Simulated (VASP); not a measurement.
Write the native input for VASP 6.6.1 that does the following.

| Item | Value |
| --- | --- |
| Task | relaxation of cell and atoms |
| Functional | PBE |
| Potentials or basis | VASP PAW PBE potentials, release 64 (Ga_d, N) |
| Cutoff | 600 eV |
| k mesh | 6 × 6 × 4 |
| Occupations | gaussian, width 0.1 eV |
| Spin | no spin polarisation |
| Dipole correction | no |
| Further INCAR settings | ALGO = Normal; EDIFF = 1e-06; IBRION = 2; EDIFFG = -0.04; NSW = 90; ISIF = 3 |

The structure of GaN lies in POSCAR:

```
GaN
1.0
    2.7082774700      0.0000000000      0.0000000000
    0.0000000000      3.0570187300      0.0000000000
    0.0000000000      0.0000000000      7.0632873100
Ga N
3 3
Direct
    0.5000000000      0.5000000000      0.1780484600
    0.5000000000      0.5000000000      0.8219515400
    0.0000000000      0.0000000000      0.5000000000
    0.5000000000      0.0000000000      0.3219515400
    0.0000000000      0.5000000000      0.0000000000
    0.5000000000      0.0000000000      0.6780484600
```

The input as run:

INCAR

```
ALGO = Normal
EDIFF = 1E-6
EDIFFG = -0.04
ENCUT = 600
GGA = PE
IBRION = 2
ISIF = 3
ISMEAR = 0
LASPH = True
LCHARG = False
LREAL = False
LWAVE = False
NELM = 60
NSW = 90
PREC = Accurate
SIGMA = 0.1
```

KPOINTS

```
k-points
0
Gamma
  6 6 4
```

Potentials or basis: VASP PAW PBE potentials, release 64 (Ga_d, N).

Run with:

```sh
$ cat potpaw_PBE.64/Ga_d/POTCAR potpaw_PBE.64/N/POTCAR > POTCAR
$ mpirun -np 1 vasp_std > vasp.out
```

Results of the run:

* Relaxed volume: 12.19 Å³/atom
* Relaxed cell: a = 2.994 Å, b = 3.212 Å, c = 7.603 Å, α = 90.00°, β = 90.00°, γ = 90.00°
* Space group after relaxing (to 0.05 Å): Pmmm (No. 47)
* Energy gained by relaxing: 402.9 meV/atom
* Ionic steps: 7
* Pressure after relaxing: -0.1 GPa
* Largest force after relaxing: 0.014 eV/Å
* Band gap on the k mesh: zero (band 27 reaches 5.72 eV, above the bottom of band 28 at 5.00 eV)

Caveat: the k points lie up to 0.35 Å⁻¹ apart in the final cell; the volume moved by over 15 % at a fixed basis, so the end points are rough.

Run time: 3.4 min on 1 thread of Intel(R) Xeon(R) 6975P-C (Granite Rapids) (shared host), peak memory 0.24 GiB.
